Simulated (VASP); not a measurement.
**Ta: single point with PBEsol**

Ta:

```xyz
1
Lattice="3.2805 0.0000 0.0000 0.0000 7.3354 0.0000 1.6402 -2.2006 0.7335" Properties=species:S:1:pos:R:3 pbc="T T T"
Ta    0.0000    0.0000    0.0000
```

```yaml
Program: VASP 6.6.1
Task: single point
Functional: PBEsol
Potentials_or_basis: VASP PAW PBE potentials, release 64 (Ta_pv)
Cutoff: 520 eV
k_mesh: 11 × 5 × 46
Occupations: gaussian, width 0.1 eV
Spin: no spin polarisation
```

```
Pressure : 0.3 GPa
```

Levels at points of the mesh, in eV from the Fermi level:
| k point | band 2 | band 3 | band 4 | band 5 | band 6 | band 7 | band 8 | band 9 | band 10 | band 11 |
| --- | --- | --- | --- | --- | --- | --- | --- | --- | --- | --- |
| (0.00, 0.00, 0.00) | -32.93 | -32.93 | -7.99 | 0.73 | 0.73 | 0.73 | 4.07 | 4.08 | 15.15 | 15.15 |
| (0.00, 0.00, 0.50) | -33.81 | -33.81 | -3.92 | -3.92 | 7.02 | 7.02 | 7.02 | 8.86 | 8.86 | 8.86 |

It took 11 min on 1 thread of Intel(R) Xeon(R) Platinum 8375C CPU @ 2.90GHz (Ice Lake), with other jobs on the host, peak memory 0.41 GiB.

Caveat: the k points lie up to 0.54 Å⁻¹ apart; the PAW data sets were made with another functional, which shifts forces and pressure a little; spin-orbit coupling is left out, which moves the levels of the heavy elements.
